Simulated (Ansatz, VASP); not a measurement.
**Ta in VASP and in Ansatz**

```
Ta
1.0
    -1.47694    1.65948    1.84618
     1.47694   -1.65948    1.84618
     1.47694    1.65948   -1.84618
Ta
1
Cartesian
  0.0000 0.0000 0.0000
```

Change from the starting cell: normal strain along x -0.1100, normal strain along z +0.1125.

Alike in both runs: task single point; functional PBE; k mesh 18 × 18 × 18; occupations gaussian, width 0.15 eV; no spin polarisation.

|  | VASP | Ansatz |
| --- | --- | --- |
| version | VASP 6.6.1 | Ansatz 0.2.0 |
| potentials or method | VASP PAW PBE potentials, release 64 (Ta_pv), cutoff 520 eV | scalar-relativistic, plane waves, PAW |
| valence electrons in the cell | 11 | 13 |

```csv
,VASP,Ansatz,Ansatz less VASP
gap on the k mesh at the Fermi level (eV),none,none,-
pressure (GPa),5.4,5.3,-0.08
"traceless stress, the component that is largest in VASP (GPa)",-9.01,-9.01,+0.008
```

A gap of «none» marks a metal or a gap that the smearing closes. With one functional, cell and mesh, what is left measures potentials, basis and numerics. VASP's potentials hold 11 valence electrons a cell and Ansatz's 13, so a difference there can come from the potentials and not from the codes.

Neither program's run includes spin-orbit coupling.
